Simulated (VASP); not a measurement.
# AlNi (CsCl type) (Pm-3m) in VASP: notebook

The runs below take AlNi (CsCl type) through single point, with PBE.

Everything below comes from runs of VASP 6.6.1. Logs are shortened: lines on timing, memory, paths and dates and some standing lists are left out, and cuts for length are marked.

### 1 The cell of the first run

The structure is cubic, space group Pm-3m (No. 221). The conventional cell has a = 2.686 Å, b = 2.686 Å, c = 2.686 Å, α = 90.00°, β = 90.00°, γ = 90.00°. Ni (site symmetry m-3m) has 8 Al at 2.33 Å and 6 Ni at 2.69 Å within 3.1 Å. Al (site symmetry m-3m) has 8 Ni at 2.33 Å and 6 Al at 2.69 Å within 3.1 Å.

### 2 Single point, PBE (volume scaled by 0.8)

INCAR

```
PREC = Accurate
ENCUT = 520
EDIFF = 1E-6
ISMEAR = -1
SIGMA = 0.08
LREAL = False
LASPH = True
NELM = 100
ALGO = Normal
ISIF = 2
LWAVE = False
LCHARG = False
GGA = PE
NBANDS = 14
```

KPOINTS

```
regular mesh
0
Gamma
  14 14 14
```

POSCAR

```
AlNi
1.0
    2.6859971992      0.0000000000      0.0000000000
    0.0000000000      2.6859971992      0.0000000000
    0.0000000000      0.0000000000      2.6859971992
Ni Al
1 1
Direct
    0.0000000000      0.0000000000      0.0000000000
    0.5000000000      0.5000000000      0.5000000000
```

Potentials or basis: VASP PAW PBE potentials, release 64 (Ni, Al).

Launch:

```
cat potpaw_PBE.64/Ni/POTCAR potpaw_PBE.64/Al/POTCAR > POTCAR
mpirun -np 1 vasp_std > vasp.out
```

OUTCAR:

```text
PREC = Accurate
   ENCUT = 520
   EDIFF = 1E-6
   ISMEAR = -1
   LREAL = False
   LASPH = True
   NELM = 100
   ISIF = 2
   GGA = PE

 ion  position               nearest neighbor table
   1  0.000  0.000  0.000-   2 2.33   2 2.33   2 2.33   2 2.33   2 2.33   2 2.33   2 2.33   2 2.33

   2  0.500  0.500  0.500-   1 2.33   1 2.33   1 2.33   1 2.33   1 2.33   1 2.33   1 2.33   1 2.33

  LATTYP: Found a simple cubic cell.
 ALAT       =     2.6859971992

  Lattice vectors:

 A1 = (   2.6859971992,   0.0000000000,   0.0000000000)
 A2 = (   0.0000000000,   2.6859971992,   0.0000000000)
 A3 = (   0.0000000000,   0.0000000000,   2.6859971992)

Analysis of symmetry for initial positions (statically):
=====================================================================
 Subroutine PRICEL returns:
 Original cell was already a primitive cell.

 Routine SETGRP: Setting up the symmetry group for a
 simple cubic supercell.

 Subroutine GETGRP returns: Found 48 space group operations
 (whereof 48 operations were pure point group operations)
 out of a pool of 48 trial point group operations.

The static configuration has the point symmetry O_h .

Analysis of symmetry for dynamics (positions and initial velocities):
=====================================================================
 Subroutine PRICEL returns:
 Original cell was already a primitive cell.

 Routine SETGRP: Setting up the symmetry group for a
 simple cubic supercell.

 Subroutine GETGRP returns: Found 48 space group operations
 (whereof 48 operations were pure point group operations)
 out of a pool of 48 trial point group operations.

The dynamic configuration has the point symmetry O_h .

 Subroutine INISYM returns: Found 48 space group operations
 (whereof 48 operations are pure point group operations),
 and found     1 'primitive' translations

----------------------------------------------------------------------------------------

                                     Primitive cell

  volume of cell :      19.3783

  direct lattice vectors                    reciprocal lattice vectors
     2.685997199  0.000000000  0.000000000     0.372301207  0.000000000  0.000000000
     0.000000000  2.685997199  0.000000000     0.000000000  0.372301207  0.000000000
     0.000000000  0.000000000  2.685997199     0.000000000  0.000000000  0.372301207

  length of vectors
     2.685997199  2.685997199  2.685997199     0.372301207  0.372301207  0.372301207

  position of ions in fractional coordinates (direct lattice)
     0.000000000  0.000000000  0.000000000
     0.500000000  0.500000000  0.500000000

  ion indices of the primitive-cell ions
   primitive index   ion index
                 1           1
                 2           2

----------------------------------------------------------------------------------------

 KPOINTS: regular mesh

Automatic generation of k-mesh.
 Grid dimensions read from file:
 generate k-points for:   14   14   14

 Generating k-lattice:

  Cartesian coordinates                     Fractional coordinates (reciprocal lattice)
     0.026592943  0.000000000  0.000000000     0.071428571  0.000000000  0.000000000
     0.000000000  0.026592943  0.000000000     0.000000000  0.071428571  0.000000000
     0.000000000  0.000000000  0.026592943     0.000000000  0.000000000  0.071428571

  Length of vectors
     0.026592943  0.026592943  0.026592943

  Shift w.r.t. Gamma in fractional coordinates (k-lattice)
     0.000000000  0.000000000  0.000000000

 Subroutine IBZKPT returns following result:
 ===========================================

 Found    120 irreducible k-points:

 Following reciprocal coordinates:
            Coordinates               Weight
  0.000000  0.000000  0.000000      1.000000
  0.071429  0.000000  0.000000      6.000000
  0.142857  0.000000  0.000000      6.000000
  0.214286  0.000000  0.000000      6.000000
  0.285714  0.000000  0.000000      6.000000
  0.357143  0.000000  0.000000      6.000000
[... 16 lines left out ...]
  0.285714  0.214286  0.000000     24.000000
  0.357143  0.214286  0.000000     24.000000
 [... further k-points ...]
   k-points           NKPTS =    120   k-points in BZ     NKDIM =    120   number of bands    NBANDS=     14
   number of dos      NEDOS =    301   number of ions     NIONS =      2
   total plane-waves  NPLWV =   8000
   dimension x,y,z NGX =    20 NGY =   20 NGZ =   20
   dimension x,y,z NGXF=    40 NGYF=   40 NGZF=   40
   ions per type =               1   1
   NGX,Y,Z   is equivalent  to a cutoff of  12.38, 12.38, 12.38 a.u.
   NGXF,Y,Z  is equivalent  to a cutoff of  24.76, 24.76, 24.76 a.u.
 SYSTEM =  unknown system
   PREC   = accura    normal or accurate (medium, high low for compatibility)
   ISTART =      0    job   : 0-new  1-cont  2-samecut
   ICHARG =      2    charge: 1-file 2-atom 10-const
   ISPIN  =      1    spin polarized calculation?
   LNONCOLLINEAR =      F non collinear calculations
   LSORBIT =      F    spin-orbit coupling
   LASPH  =      T    aspherical Exc in radial PAW
   ENCUT  =  520.0 eV  38.22 Ry    6.18 a.u.   4.99  4.99  4.99*2*pi/ulx,y,z
   NELM   =    100;   NELMIN=  2; NELMDL= -5     # of ELM steps
   EDIFF  = 0.1E-05   stopping-criterion for ELM
   LREAL  =      F    real-space projection
   EDIFFG = 0.1E-04   stopping-criterion for IOM
   NSW    =      0    number of steps for IOM
   IBRION =     -1    ionic relax: 0-MD 1-quasi-New 2-CG
   NFREE  =      0    steps in history (QN), initial steepest desc. (CG)
   ISIF   =      2    stress and relaxation
   ISYM   =      2    0-nonsym 1-usesym 2-fastsym
   POTIM  = 0.5000    time-step for ionic-motion
   TEBEG  =    0.0;   TEEND  =   0.0 temperature during run
   PSTRESS=    0.0 pullay stress
   NELECT =      13.0000    total number of electrons
   NUPDOWN=      -1.0000    fix difference up-down
   EMIN   =  10.00;   EMAX   =-10.00  energy-range for DOS
   EFERMI =   0.00;   METHOD = LEGACY
   ISMEAR =    -1;   SIGMA  =   0.08  broadening in eV -4-tet -1-fermi 0-gaus
   EFERMI_NEDOS =   21; number of points for ismear=-14 and -15
   IALGO  =     38    algorithm
   IMIX   =      4    mixing-type and parameters
     AMIX     =   0.40;   BMIX     =  1.00
     AMIX_MAG =   1.60;   BMIX_MAG =  1.00
  volume/ion in A,a.u.               =       9.69        65.39
  Fermi-wavevector in a.u.,A,eV,Ry     =   1.433124  2.708211 27.944244  2.053844
  Thomas-Fermi vector in A             =   2.552676
   LORBIT       =      0    0 simple, 1 ext, 2 COOP (PROOUT), +10 PAW based schemes
   GGA     = PE    functional components
   LHFCALC =     F    Hartree Fock is set to
   AEXX    =    0.0000 exact exchange contribution
   IVDW    =     0    specifies the selected vdW correction
   LEPSILON=     F    determine dielectric tensor
   LRPA    =     F    only Hartree local field effects (RPA)
 non-spin polarized calculation
  energy-cutoff  :      520.00
  volume of cell :       19.38
 maximum number of plane-waves:       552
 NGX is ok and might be reduce to    20
   NGX =  9   NGY =  9   NGZ =  9

 number of electron      12.9999985 magnetization

 Free energy of the ion-electron system (eV)
  ---------------------------------------------------
  ext. energy  EPLUGINS =         0.00000000
  ---------------------------------------------------
  free energy    TOTEN  =        -9.83463813 eV

  energy without entropy =       -9.81839416  energy(sigma->0) =       -9.82651614

 E-fermi :  13.0887     XC(G=0): -13.1012

 val. band max:       13.0364889861   @ k =   0.3571   0.2143   0.0000
 cond. band min:      13.1150759043   @ k =   0.3571   0.2143   0.0714
 fundamental gap:      0.0785869182
 Fermi energy:        13.0887097360

 k-point     1 :       0.0000    0.0000    0.0000
  band No.  band energies     occupation
      1       0.3236      2.00000
      2       8.6971      2.00000
      3       8.6971      2.00000
      4      11.0541      2.00000
      5      11.0541      2.00000
      6      11.0541      2.00000
      7      19.5788      0.00000
      8      19.5788      0.00000
      9      19.5788      0.00000
     10      21.9303      0.00000
     11      21.9303      0.00000
     12      31.0006      0.00000
     13      36.6133      0.00000
     14      36.6133      0.00000

 k-point     2 :       0.0714    0.0000    0.0000
  band No.  band energies     occupation
      1       0.4328      2.00000
      2       8.6963      2.00000
      3       8.7274      2.00000
      4      11.0006      2.00000
      5      11.0006      2.00000
      6      11.0602      2.00000
      7      18.4082      0.00000
      8      19.7218      0.00000
      9      19.7218      0.00000
     10      21.9161      0.00000
     11      23.0394      0.00000
     12      31.3187      0.00000
     13      35.4169      0.00000
     14      35.4169      0.00000

 k-point     3 :       0.1429    0.0000    0.0000
  band No.  band energies     occupation
      1       0.7582      2.00000
      2       8.6692      2.00000
      3       8.8133      2.00000
      4      10.8560      2.00000
      5      10.8560      2.00000
      6      11.0772      2.00000
      7      16.6119      0.00000
      8      20.1349      0.00000
      9      20.1349      0.00000
     10      21.8742      0.00000
     11      24.6408      0.00000
     12      32.2953      0.00000
     13      33.5631      0.00000
     14      33.5631      0.00000
[... 324 lines left out ...]
 k-point    23 :       0.2857    0.2143    0.0000
  band No.  band energies     occupation
      1       2.9291      2.00000
      2       8.5052      2.00000
      3       9.0699      2.00000
      4      10.0745      2.00000
      5      10.5130      2.00000
      6      10.7619      2.00000
      7      13.9920      0.00002
      8      16.9518      0.00000
      9      22.7914      0.00000
     10      22.8316      0.00000
     11      26.6174      0.00000
     12      30.6055      0.00000
     13      30.7992      0.00000
     14      32.6887      0.00000

 k-point    24 :       0.3571    0.2143    0.0000
  band No.  band energies     occupation
      1       3.7949      2.00000
      2       7.8509      2.00000
      3       9.2847      2.00000
      4      10.0181      2.00000
      5      10.3487      2.00000
      6      10.7877      2.00000
      7      13.0365      1.31526
      8      17.6105      0.00000
      9      21.8041      0.00000
     10      23.7657      0.00000
     11      26.4428      0.00000
     12      29.0298      0.00000
     13      31.3007      0.00000
     14      33.1338      0.00000

 [... further k-points ...]

------------------------ aborting loop because EDIFF is reached ----------------------------------------

  FORCE on cell =-STRESS in cart. coord.  units (eV):
  Direction    XX          YY          ZZ          XY          YZ          ZX
  --------------------------------------------------------------------------------------
  -------------------------------------------------------------------------------------
  Total        6.9408666      6.9408666      6.9408666     -0.0000000      0.0000000     -0.0000000
  in kB      573.8621932    573.8621932    573.8621932     -0.0000000      0.0000000     -0.0000000
  external PRESSURE =     573.8621932 kB  Pullay stress =       0.0000000 kB

 VOLUME and BASIS-vectors are now :
 -----------------------------------------------------------------------------
  energy-cutoff  :      520.00
  volume of cell :       19.38
      direct lattice vectors                 reciprocal lattice vectors
     2.685997199  0.000000000  0.000000000     0.372301207  0.000000000  0.000000000
     0.000000000  2.685997199  0.000000000     0.000000000  0.372301207  0.000000000
     0.000000000  0.000000000  2.685997199     0.000000000  0.000000000  0.372301207

 POSITION                                       TOTAL-FORCE (eV/Angst)
 -----------------------------------------------------------------------------------
      0.00000      0.00000      0.00000         0.000000      0.000000      0.000000
      1.34300      1.34300      1.34300         0.000000      0.000000      0.000000
 -----------------------------------------------------------------------------------
    total drift:                               -0.000000      0.000000      0.000000

  FREE ENERGIE OF THE ION-ELECTRON SYSTEM (eV)
  ---------------------------------------------------
  free  energy   TOTEN  =        -9.8346381285 eV

  energy  without entropy=       -9.8183941567  energy(sigma->0) =       -9.82651614
```

Run time: 26 s. Hardware: 1 thread of Intel Xeon 6975P-C, shared host; peak memory 0.15 GiB.

What came out:

* Free energy: -9.8346 eV
* Pressure: 57.4 GPa

 Spin polarisation is off, so any magnetic state and its effect on volume and gap are missing.

### 3 Single point, PBE (volume scaled by 0.8)

INCAR

```
SYSTEM = AlNi
  PREC = Accurate
  ENCUT = 520
  EDIFF = 1E-6
  ISMEAR = -1
  SIGMA = 0.08
  LREAL = .FALSE.
  LASPH = .TRUE.
  NELM = 80
  ALGO = Normal
  ISIF = 2
  LWAVE = .FALSE.
  LCHARG = .FALSE.
  GGA = PE
  NBANDS = 14
```

KPOINTS

```
regular mesh
0
G
  14 14 14
  0 0 0
```

POSCAR is that of step 2.

Potentials or basis: VASP PAW PBE potentials, release 64 (Ni, Al).

Launch:

```
cat potpaw_PBE.64/Ni/POTCAR potpaw_PBE.64/Al/POTCAR > POTCAR
mpirun -np 1 vasp_std > vasp.out
```

Wall time 22 s (1 thread of Intel Xeon 6975P-C, shared host); peak memory 0.15 GiB.

Results (log left out):

- Free energy: -9.8346 eV
- Pressure: 57.4 GPa

Levels at points of the mesh, in eV from the Fermi level:
```csv
k point,band 5,band 6,band 7,band 8,band 9,band 10
"(0.00, 0.00, 0.00)",-2.03,-2.03,6.49,6.49,6.49,8.84
"(0.50, 0.00, 0.00)",-2.96,-1.91,-0.76,8.46,11.11,11.11
"(0.50, 0.50, 0.00)",-2.78,-2.78,-1.32,1.91,3.57,14.81
"(0.50, 0.50, 0.50)",-1.28,1.82,1.82,1.82,5.46,5.46
```

 Spin polarisation is off, so any magnetic state and its effect on volume and gap are missing.

### 4 Single point, PBE (volume scaled by 0.88)

INCAR

```
SYSTEM = AlNi
  PREC = Accurate
  ENCUT = 520
  EDIFF = 1E-7
  ISMEAR = -1
  SIGMA = 0.08
  LREAL = .False.
  LASPH = .True.
  NELM = 100
  ALGO = Normal
  ISIF = 2
  LWAVE = .False.
  LCHARG = .True.
  GGA = PE
  LELF = .True.
  LVHAR = .True.
  NBANDS = 14
```

KPOINTS

```
regular mesh
0
Gamma
  14 14 14
  0 0 0
```

POSCAR

```
AlNi
1.0
    2.7727014989      0.0000000000      0.0000000000
    0.0000000000      2.7727014989      0.0000000000
    0.0000000000      0.0000000000      2.7727014989
Ni Al
1 1
Direct
    0.0000000000      0.0000000000      0.0000000000
    0.5000000000      0.5000000000      0.5000000000
```

Potentials or basis: VASP PAW PBE potentials, release 64 (Ni, Al).

Launch:

```
cat potpaw_PBE.64/Ni/POTCAR potpaw_PBE.64/Al/POTCAR > POTCAR
mpirun -np 1 vasp_std > vasp.out
```

OUTCAR:

```text
SYSTEM = AlNi
   PREC = Accurate
   ENCUT = 520
   EDIFF = 1E-7
   ISMEAR = -1
   LREAL = .False.
   LASPH = .True.
   NELM = 100
   ISIF = 2
   GGA = PE

 ion  position               nearest neighbor table
   1  0.000  0.000  0.000-   2 2.40   2 2.40   2 2.40   2 2.40   2 2.40   2 2.40   2 2.40   2 2.40

   2  0.500  0.500  0.500-   1 2.40   1 2.40   1 2.40   1 2.40   1 2.40   1 2.40   1 2.40   1 2.40

  LATTYP: Found a simple cubic cell.
 ALAT       =     2.7727014989

[... 596 lines left out ...]

------------------------ aborting loop because EDIFF is reached ----------------------------------------

  FORCE on cell =-STRESS in cart. coord.  units (eV):
  Direction    XX          YY          ZZ          XY          YZ          ZX
  --------------------------------------------------------------------------------------
  -------------------------------------------------------------------------------------
  Total        3.5610774      3.5610774      3.5610774      0.0000000      0.0000000      0.0000000
  in kB      267.6594899    267.6594899    267.6594899      0.0000000      0.0000000      0.0000000
  external PRESSURE =     267.6594899 kB  Pullay stress =       0.0000000 kB

 VOLUME and BASIS-vectors are now :
 -----------------------------------------------------------------------------
  energy-cutoff  :      520.00
  volume of cell :       21.32
      direct lattice vectors                 reciprocal lattice vectors
     2.772701499  0.000000000  0.000000000     0.360659090  0.000000000  0.000000000
     0.000000000  2.772701499  0.000000000     0.000000000  0.360659090  0.000000000
     0.000000000  0.000000000  2.772701499     0.000000000  0.000000000  0.360659090

 POSITION                                       TOTAL-FORCE (eV/Angst)
 -----------------------------------------------------------------------------------
      0.00000      0.00000      0.00000         0.000000      0.000000      0.000000
      1.38635      1.38635      1.38635         0.000000      0.000000      0.000000
 -----------------------------------------------------------------------------------
    total drift:                                0.000000      0.000000      0.000000

  FREE ENERGIE OF THE ION-ELECTRON SYSTEM (eV)
  ---------------------------------------------------
  free  energy   TOTEN  =       -10.3300604067 eV

  energy  without entropy=      -10.3126743433  energy(sigma->0) =      -10.32136737
```

OSZICAR:

```text
N       E                     dE             d eps       ncg     rms          rms(c)
DAV:   1     0.415630968782E+02    0.41563E+02   -0.54526E+03  3464   0.999E+02
DAV:   2    -0.100454317633E+02   -0.51609E+02   -0.46623E+02  3552   0.185E+02
DAV:   3    -0.118626097899E+02   -0.18172E+01   -0.17993E+01  4296   0.380E+01
DAV:   4    -0.118871494256E+02   -0.24540E-01   -0.24532E-01  4018   0.396E+00
DAV:   5    -0.118878602505E+02   -0.71082E-03   -0.71081E-03  4322   0.730E-01    0.129E+01
DAV:   6    -0.131883854073E+02   -0.13005E+01   -0.40766E+01  3930   0.937E+01    0.141E+01
DAV:   7    -0.103560459798E+02    0.28323E+01   -0.12423E+01  3954   0.556E+01    0.109E+00
DAV:   8    -0.103450312370E+02    0.11015E-01   -0.17485E-01  4162   0.435E+00    0.107E+00
DAV:   9    -0.103302617961E+02    0.14769E-01   -0.42274E-02  4366   0.280E+00    0.184E-01
DAV:  10    -0.103300681033E+02    0.19369E-03   -0.89834E-04  4374   0.401E-01    0.934E-02
DAV:  11    -0.103300616790E+02    0.64243E-05   -0.35427E-05  5232   0.645E-02    0.167E-02
DAV:  12    -0.103300603093E+02    0.13696E-05   -0.62162E-06  4264   0.349E-02    0.518E-03
DAV:  13    -0.103300604067E+02   -0.97318E-07   -0.19269E-07  3452   0.515E-03
   1 F= -.10330060E+02 E0= -.10321367E+02  d E =-.173861E-01
```

Wall time 24 s (1 thread of Intel Xeon 6975P-C, shared host); peak memory 0.16 GiB.

What came out:

* Free energy: -10.3301 eV
* Pressure: 26.8 GPa

Levels at points of the mesh, in eV from the Fermi level:
```tsv
k point	band 5	band 6	band 7	band 8	band 9	band 10
(0.00, 0.00, 0.00)	-1.78	-1.78	6.03	6.03	6.03	8.52
(0.50, 0.00, 0.00)	-2.60	-1.68	-0.70	8.41	10.62	10.62
(0.50, 0.50, 0.00)	-2.42	-2.42	-1.16	1.72	3.06	13.62
(0.50, 0.50, 0.50)	-1.12	1.92	1.92	1.92	4.78	4.98
```
